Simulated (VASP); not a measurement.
**C: single point with PBE**

C, a slab with vacuum:

```
C
1.0
     2.52553    0.00000    0.00000
     0.00000    3.57164    0.00000
     0.00000    0.00000   17.26280
C
4
Cartesian
  0.0000 1.3394 8.0000
  1.2628 0.4465 8.0000
  1.2628 3.1252 9.2628
  0.0000 2.2323 9.2628
```

| Quantity | Value |
| --- | --- |
| Program | VASP 6.6.1 |
| Task | single point |
| Functional | PBE |
| Potentials or basis | VASP PAW PBE potentials, release 64 (C) |
| Cutoff | 520 eV |
| k mesh | 12 × 8 × 1 |
| Occupations | fermi-dirac, width 0.02 eV |
| Spin | no spin polarisation |

```yaml
Largest_force: 4.354 eV/Å
```

Forces on the atoms (eV/Å):
```
C    0.000 -2.983  3.172
C    0.000  2.983  3.172
C    0.000 -2.983 -3.172
C    0.000  2.983 -3.172
```

Run time: 83 s on 1 thread of Intel(R) Xeon(R) Platinum 8488C (Sapphire Rapids) (shared host), peak memory 0.27 GiB.
